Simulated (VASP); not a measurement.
**FeCo3: single point with r2SCAN**

Crystal: FeCo3.

```
Fe Co
1.0
     3.53570    0.00000    0.00000
     0.00000    3.53570    0.00000
     0.00000    0.00000    3.53570
Fe Co
1 3
Direct
  0.00000 0.00000 0.00000
  0.50000 0.50000 0.00000
  0.50000 0.00000 0.50000
  0.00000 0.50000 0.50000
```

```yaml
Program: VASP 6.6.1
Task: single point
Functional: r2SCAN
Potentials_or_basis: VASP PAW PBE potentials, release 64 (Fe, Co)
Cutoff: 520 eV
k_mesh: 12 × 12 × 12
Occupations: gaussian, width 0.1 eV
Spin: no spin polarisation
Dipole_correction: no
Further_INCAR_settings: ALGO = Normal; EDIFF = 1e-07; NBANDS = 26
```

```
Pressure               : -24.1 GPa
Band gap on the k mesh : zero (an odd number of electrons rules out a gap without spin polarisation)
```

Levels at points of the mesh, in eV from the Fermi level:
| k point | band 16 | band 17 | band 18 | band 19 | band 20 | band 21 |
| --- | --- | --- | --- | --- | --- | --- |
| (0.00, 0.00, 0.00) | 0.53 | 0.53 | 0.53 | 0.87 | 0.87 | 0.87 |
| (0.50, 0.00, 0.00) | -0.55 | -0.55 | -0.41 | -0.26 | 0.06 | 0.53 |
| (0.50, 0.50, 0.00) | -0.71 | -0.59 | -0.55 | -0.28 | -0.28 | 1.88 |
| (0.50, 0.50, 0.50) | -0.07 | 0.27 | 0.27 | 0.27 | 0.53 | 0.53 |

It took 2.7 min on 1 thread of Intel(R) Xeon(R) 6975P-C (Granite Rapids), on a shared host, peak memory 0.23 GiB.

Caveat: the cell stands under tension; the PAW data sets were made with another functional, which shifts forces and pressure a little; the run has no spin polarisation, though such a crystal can be magnetic. Spin polarisation is off, so any magnetic state and its effect on volume and gap are missing.
